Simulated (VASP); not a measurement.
# Zr (Fd-3m) in VASP: relaxation of cell and atoms with PBE

Aim: the relaxation of cell and atoms of Zr with PBE.

All numbers are computed with VASP 6.6.1; they aren't measurements. Logs are shortened: lines on timing, memory, paths and dates and some standing lists are left out, and cuts for length are marked.

## Step 1: The cell of the first run

It takes space group Fd-3m (No. 227, cubic). The conventional cell has a = 5.883 Å, b = 5.883 Å, c = 5.883 Å, α = 90.00°, β = 90.00°, γ = 90.00°. Zr (site symmetry -43m) has 4 Zr at 2.55 Å within 3.4 Å.

This isn't the form of Zr at room conditions, which is hcp.

## Step 2: Relaxation of cell and atoms, PBE, target pressure 11 GPa, at which the enthalpy is minimised

INCAR

```
SYSTEM = Zr
  PREC = Accurate
  ENCUT = 600
  EDIFF = 1E-6
  ISMEAR = -1
  SIGMA = 0.05
  LREAL = .False.
  LASPH = .True.
  NELM = 60
  ALGO = Normal
  ISIF = 3
  LWAVE = .False.
  LCHARG = .False.
  GGA = PE
  IBRION = 2
  NSW = 60
  EDIFFG = -0.005
  PSTRESS = 110.0
```

KPOINTS

```
Automatic mesh
0
Gamma
  11 11 11
  0 0 0
```

POSCAR

```
Zr
1.0
    0.0000000000      2.9416048068      2.9416048068
    2.9416048068      0.0000000000      2.9416048068
    2.9416048068      2.9416048068      0.0000000000
Zr
2
Direct
   -0.1250000000     -0.1250000000     -0.1250000000
    0.1250000000      0.1250000000      0.1250000000
```

Potentials or basis: VASP PAW PBE potentials, release 64 (Zr_sv).

Launch:

```sh
> cat potpaw_PBE.64/Zr_sv/POTCAR > POTCAR
> mpirun -np 1 vasp_std > vasp.out
```

OUTCAR:

```text
SYSTEM = Zr
   PREC = Accurate
   ENCUT = 600
   EDIFF = 1E-6
   ISMEAR = -1
   LREAL = .False.
   LASPH = .True.
   NELM = 60
   ISIF = 3
   GGA = PE
   IBRION = 2
   NSW = 60
   EDIFFG = -0.005
   PSTRESS = 110.0

 ion  position               nearest neighbor table
   1  0.875  0.875  0.875-   2 2.55   2 2.55   2 2.55   2 2.55
   2  0.125  0.125  0.125-   1 2.55   1 2.55   1 2.55   1 2.55

  LATTYP: Found a face centered cubic cell.
 ALAT       =     5.8832096136

  Lattice vectors:

 A1 = (   0.0000000000,   2.9416048068,   2.9416048068)
 A2 = (   2.9416048068,   0.0000000000,   2.9416048068)
 A3 = (   2.9416048068,   2.9416048068,   0.0000000000)

Analysis of symmetry for initial positions (statically):
=====================================================================
 Subroutine PRICEL returns:
 Original cell was already a primitive cell.

 Routine SETGRP: Setting up the symmetry group for a
 face centered cubic supercell.

 Subroutine GETGRP returns: Found 48 space group operations
 (whereof 12 operations were pure point group operations)
 out of a pool of 48 trial point group operations.

The static configuration has the point symmetry D_3d.
 The point group associated with its full space group is O_h .

Analysis of symmetry for dynamics (positions and initial velocities):
=====================================================================
 Subroutine PRICEL returns:
 Original cell was already a primitive cell.

 Routine SETGRP: Setting up the symmetry group for a
 face centered cubic supercell.

 Subroutine GETGRP returns: Found 48 space group operations
 (whereof 12 operations were pure point group operations)
 out of a pool of 48 trial point group operations.

The dynamic configuration has the point symmetry D_3d.
 The point group associated with its full space group is O_h .

 Subroutine INISYM returns: Found 48 space group operations
 (whereof 12 operations are pure point group operations),
 and found     1 'primitive' translations

----------------------------------------------------------------------------------------

                                     Primitive cell

  volume of cell :      50.9076

  direct lattice vectors                    reciprocal lattice vectors
     0.000000000  2.941604807  2.941604807    -0.169975246  0.169975246  0.169975246
     2.941604807  0.000000000  2.941604807     0.169975246 -0.169975246  0.169975246
     2.941604807  2.941604807  0.000000000     0.169975246  0.169975246 -0.169975246

  length of vectors
     4.160057413  4.160057413  4.160057413     0.294405762  0.294405762  0.294405762

  position of ions in fractional coordinates (direct lattice)
     0.875000000  0.875000000  0.875000000
     0.125000000  0.125000000  0.125000000

  ion indices of the primitive-cell ions
   primitive index   ion index
                 1           1
                 2           2

----------------------------------------------------------------------------------------

 KPOINTS: Automatic mesh

Automatic generation of k-mesh.
 Grid dimensions read from file:
 generate k-points for:   11   11   11

 Generating k-lattice:

  Cartesian coordinates                     Fractional coordinates (reciprocal lattice)
    -0.015452295  0.015452295  0.015452295     0.090909091  0.000000000  0.000000000
     0.015452295 -0.015452295  0.015452295     0.000000000  0.090909091  0.000000000
     0.015452295  0.015452295 -0.015452295     0.000000000  0.000000000  0.090909091

  Length of vectors
     0.026764160  0.026764160  0.026764160

  Shift w.r.t. Gamma in fractional coordinates (k-lattice)
     0.000000000  0.000000000  0.000000000

 Subroutine IBZKPT returns following result:
 ===========================================

 Found     56 irreducible k-points:

 Following reciprocal coordinates:
            Coordinates               Weight
  0.000000  0.000000  0.000000      1.000000
  0.090909  0.000000  0.000000      8.000000
  0.181818  0.000000  0.000000      8.000000
  0.272727  0.000000  0.000000      8.000000
  0.363636  0.000000  0.000000      8.000000
  0.454545  0.000000  0.000000      8.000000
[... 16 lines left out ...]
 -0.272727  0.181818  0.000000     24.000000
 -0.181818  0.181818  0.000000     12.000000
 [... further k-points ...]
   k-points           NKPTS =     56   k-points in BZ     NKDIM =     56   number of bands    NBANDS=     16
   number of dos      NEDOS =    301   number of ions     NIONS =      2
   total plane-waves  NPLWV =  46656
   dimension x,y,z NGX =    36 NGY =   36 NGZ =   36
   dimension x,y,z NGXF=    72 NGYF=   72 NGZF=   72
   ions per type =               2
   NGX,Y,Z   is equivalent  to a cutoff of  14.39, 14.39, 14.39 a.u.
   NGXF,Y,Z  is equivalent  to a cutoff of  28.77, 28.77, 28.77 a.u.
 SYSTEM =  Zr
   PREC   = accura    normal or accurate (medium, high low for compatibility)
   ISTART =      0    job   : 0-new  1-cont  2-samecut
   ICHARG =      2    charge: 1-file 2-atom 10-const
   ISPIN  =      1    spin polarized calculation?
   LNONCOLLINEAR =      F non collinear calculations
   LSORBIT =      F    spin-orbit coupling
   LASPH  =      T    aspherical Exc in radial PAW
   ENCUT  =  600.0 eV  44.10 Ry    6.64 a.u.   8.31  8.31  8.31*2*pi/ulx,y,z
   NELM   =     60;   NELMIN=  2; NELMDL= -5     # of ELM steps
   EDIFF  = 0.1E-05   stopping-criterion for ELM
   LREAL  =      F    real-space projection
   EDIFFG = -.5E-02   stopping-criterion for IOM
   NSW    =     60    number of steps for IOM
   IBRION =      2    ionic relax: 0-MD 1-quasi-New 2-CG
   NFREE  =      1    steps in history (QN), initial steepest desc. (CG)
   ISIF   =      3    stress and relaxation
   ISYM   =      2    0-nonsym 1-usesym 2-fastsym
   POTIM  = 0.5000    time-step for ionic-motion
   TEBEG  =    0.0;   TEEND  =   0.0 temperature during run
   PSTRESS=  110.0 pullay stress
   NELECT =      24.0000    total number of electrons
   NUPDOWN=      -1.0000    fix difference up-down
   EMIN   =  10.00;   EMAX   =-10.00  energy-range for DOS
   EFERMI =   0.00;   METHOD = LEGACY
   ISMEAR =    -1;   SIGMA  =   0.05  broadening in eV -4-tet -1-fermi 0-gaus
   EFERMI_NEDOS =   21; number of points for ismear=-14 and -15
   IALGO  =     38    algorithm
   IMIX   =      4    mixing-type and parameters
     AMIX     =   0.40;   BMIX     =  1.00
     AMIX_MAG =   1.60;   BMIX_MAG =  1.00
  volume/ion in A,a.u.               =      25.45       171.77
  Fermi-wavevector in a.u.,A,eV,Ry     =   1.274141  2.407778 22.088188  1.623436
  Thomas-Fermi vector in A             =   2.406926
   LORBIT       =      0    0 simple, 1 ext, 2 COOP (PROOUT), +10 PAW based schemes
   GGA     = PE    functional components
   LHFCALC =     F    Hartree Fock is set to
   AEXX    =    0.0000 exact exchange contribution
   IVDW    =     0    specifies the selected vdW correction
   LEPSILON=     F    determine dielectric tensor
   LRPA    =     F    only Hartree local field effects (RPA)
 conjugate gradient relaxation of ions
 non-spin polarized calculation
  energy-cutoff  :      600.00
  volume of cell :       50.91
 maximum number of plane-waves:      1719
 NGX is ok and might be reduce to    36
   NGX = 17   NGY = 17   NGZ = 17

--------------------------------------- Ionic step        1  -------------------------------------------

 number of electron      24.0000000 magnetization

 Free energy of the ion-electron system (eV)
  ---------------------------------------------------
  ext. energy  EPLUGINS =         0.00000000
  ---------------------------------------------------
  free energy    TOTEN  =       -11.95752656 eV

  energy without entropy =      -11.91715252  energy(sigma->0) =      -11.93733954

------------------------ aborting loop because EDIFF is reached ----------------------------------------

  FORCE on cell =-STRESS in cart. coord.  units (eV):
  Direction    XX          YY          ZZ          XY          YZ          ZX
  --------------------------------------------------------------------------------------
  -------------------------------------------------------------------------------------
  Total        2.9751779      2.9751779      2.9751779     -0.0000000      0.0000000     -0.0000000
  in kB       93.6355016     93.6355016     93.6355016     -0.0000000      0.0000000     -0.0000000
  external PRESSURE =     -16.3644984 kB  Pullay stress =     110.0000000 kB
[... 61 lines left out ...]
  enthalpy is  TOTEN    =        -8.4678155436 eV   P V=        3.3652754267

--------------------------------------- Ionic step        3  -------------------------------------------

 number of electron      24.0000000 magnetization

 Free energy of the ion-electron system (eV)
  ---------------------------------------------------
  ext. energy  EPLUGINS =         0.00000000
  ---------------------------------------------------
  free energy    TOTEN  =       -11.87451379 eV

  energy without entropy =      -11.83678003  energy(sigma->0) =      -11.85564691

 E-fermi :   7.7802     XC(G=0): -10.4730

 val. band max:        7.7783188054   @ k =  -0.3636   0.0909   0.0000
 cond. band min:       7.7848635791   @ k =  -0.4545   0.1818   0.0909
 fundamental gap:      0.0065447736
 Fermi energy:         7.7801675579

 k-point     1 :       0.0000    0.0000    0.0000
  band No.  band energies     occupation
      1     -41.2716      2.00000
      2     -40.1149      2.00000
      3     -19.7451      2.00000
      4     -19.7451      2.00000
      5     -19.7451      2.00000
      6     -18.1182      2.00000
[... 8 lines left out ...]
     15      10.3802      0.00000
     16      10.3802      0.00000
[... 420 lines left out ...]
  band No.  band energies     occupation
      1     -41.1120      2.00000
      2     -40.2947      2.00000
      3     -20.0086      2.00000
      4     -19.8660      2.00000
      5     -19.6310      2.00000
      6     -18.2039      2.00000
[... 8 lines left out ...]
     15       9.2446      0.00000
     16       9.8230      0.00000

 [... further k-points ...]
[... 5 lines left out ...]
  --------------------------------------------------------------------------------------
  -------------------------------------------------------------------------------------
  Total        3.4035338      3.4035338      3.4035338     -0.0000000      0.0000000      0.0000000
  in kB      109.9471617    109.9471617    109.9471617     -0.0000000      0.0000000      0.0000000
  external PRESSURE =      -0.0528383 kB  Pullay stress =     110.0000000 kB
[... 17 lines left out ...]
  FREE ENERGIE OF THE ION-ELECTRON SYSTEM (eV)
  ---------------------------------------------------
  free  energy   TOTEN  =       -11.8745137920 eV

  energy  without entropy=      -11.8367800326  energy(sigma->0) =      -11.85564691

  enthalpy is  TOTEN    =        -8.4693443267 eV   P V=        3.4051694653

 reached required accuracy - stopping structural energy minimisation
```

Wall time 52 s (1 thread of Intel Xeon 6975P-C (Granite Rapids), shared host); peak memory 0.23 GiB.

Results:

* Free energy: -11.8745 eV
* Relaxed volume: 24.80 Å³/atom
* Relaxed cell: a = 4.124 Å, b = 4.124 Å, c = 4.124 Å, α = 60.00°, β = 60.00°, γ = 60.00°
* Space group after relaxing (to 0.1 Å): Fd-3m (No. 227)
* Energy change on relaxing (the run minimises the enthalpy): +41.5 meV/atom
* Ionic steps: 3
* Pressure after relaxing: 11.0 GPa
* Band gap on the k mesh: zero (bands 12 and 13 overlap by 0.61 eV)

Step by step:
```csv
step,energy change (eV),largest force (eV/Å),pressure (GPa),volume (Å³)
1,0.0000,0.0000,9.36,50.91
2,0.1244,0.0000,11.86,49.02
3,0.0830,0.0000,10.99,49.60
```

Final structure:
```cif
data_structure
_symmetry_space_group_name_H-M 'P 1'
_symmetry_Int_Tables_number 1
_cell_length_a 4.1240
_cell_length_b 4.1240
_cell_length_c 4.1240
_cell_angle_alpha 60.000
_cell_angle_beta 60.000
_cell_angle_gamma 60.000
_cell_volume 49.60
loop_
_atom_site_label
_atom_site_type_symbol
_atom_site_fract_x
_atom_site_fract_y
_atom_site_fract_z
_atom_site_occupancy
Zr1 Zr 0.87500 0.87500 0.87500 1
Zr2 Zr 0.12500 0.12500 0.12500 1
```

Levels at points of the mesh, in eV from the Fermi level:
```
           k point  band 10  band 11  band 12  band 13  band 14  band 15
(0.00, 0.00, 0.00)    -1.42    -1.42    -0.01    -0.01    -0.01     2.60
```

Caveat: the cell is relaxed towards a set pressure, so the run minimises the enthalpy, not the energy.
